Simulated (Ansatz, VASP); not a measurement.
**Two plane-wave programs on SrCdCl4**

The input INCAR:

```
ALGO = Normal
EDIFF = 1E-6
ENCUT = 520
GGA = PE
ISIF = 2
ISMEAR = 0
IVDW = 12
LASPH = True
LCHARG = False
LREAL = False
LWAVE = False
NBANDS = 34
NELM = 60
PREC = Accurate
SIGMA = 0.1
```

The input KPOINTS:

```
k-points
0
Gamma
  6 6 2
```

POSCAR

```
SrCdCl4
1.0
    3.9705960500      0.0000000000      0.0000000000
   -1.9852980300      3.4386370500      0.0000000000
    0.0000000000      0.0000000000     11.3625788800
Sr Cd Cl
1 1 4
Direct
    0.0000000000      0.0000000000      0.0000000000
    0.0000000000      0.0000000000      0.5000000000
    0.3333333300      0.6666666700      0.8229462200
    0.6666666700      0.3333333300      0.1770537800
    0.3333333300      0.6666666700      0.3920404900
    0.6666666700      0.3333333300      0.6079595100
```

Input for Ansatz:

```yaml
crystal:
  lattice:
    - [3.97059605, 0.0, 0.0]
    - [-1.98529803, 3.43863705, 0.0]
    - [0.0, 0.0, 11.36257888]
  atoms:
    - { symbol: Sr, position: [0.0, 0.0, 0.0] }
    - { symbol: Cd, position: [0.0, 0.0, 0.5] }
    - { symbol: Cl, position: [0.33333333, 0.66666667, 0.82294622] }
    - { symbol: Cl, position: [0.66666667, 0.33333333, 0.17705378] }
    - { symbol: Cl, position: [0.33333333, 0.66666667, 0.39204049] }
    - { symbol: Cl, position: [0.66666667, 0.33333333, 0.60795951] }
basis:
  ecutwfc: 420
kpoints:
  mp_grid: { grid: [6, 6, 2] }
hamiltonian:
  xc: pbe
  dispersion: d3bj
scf:
  occupations: { method: gaussian, width: 0.1 }
  lower_state_search: "off"
output:
  forces: true
  stress: true
  eigenvalues: true
```

Alike in both runs: task single point; functional PBE; dispersion D3(BJ); k mesh 6 × 6 × 2; occupations gaussian, width 0.1 eV; no spin polarisation.

|  | VASP | Ansatz |
| --- | --- | --- |
| version | VASP 6.6.1 | Ansatz 0.2.0 |
| potentials or method | VASP PAW PBE potentials, release 64 (Sr_sv, Cd, Cl), cutoff 520 eV | scalar-relativistic, plane waves, PAW |
| valence electrons in the cell | 50 | 58 |

Ansatz gave:

```
gap on the k mesh at the Fermi level (eV)                     : 3.24
least direct gap on the mesh (eV)                             : 3.27
pressure (GPa)                                                : 0.6
traceless stress, the component that is largest in VASP (GPa) : -3.42
rms of the force components (eV/Å)                            : 0.667
```

Task: Estimate VASP's values.

Result: gap on the k mesh at the Fermi level (eV): 3.25; least direct gap on the mesh (eV): 3.27; pressure (GPa): 0.7; traceless stress, the component that is largest in VASP (GPa): -3.46; rms of the force components (eV/Å): 0.667.

Atom by atom the forces differ by 0.016 eV/Å (rms over components). VASP's potentials hold 50 valence electrons a cell and Ansatz's 58, so a difference there can come from the potentials and not from the codes.
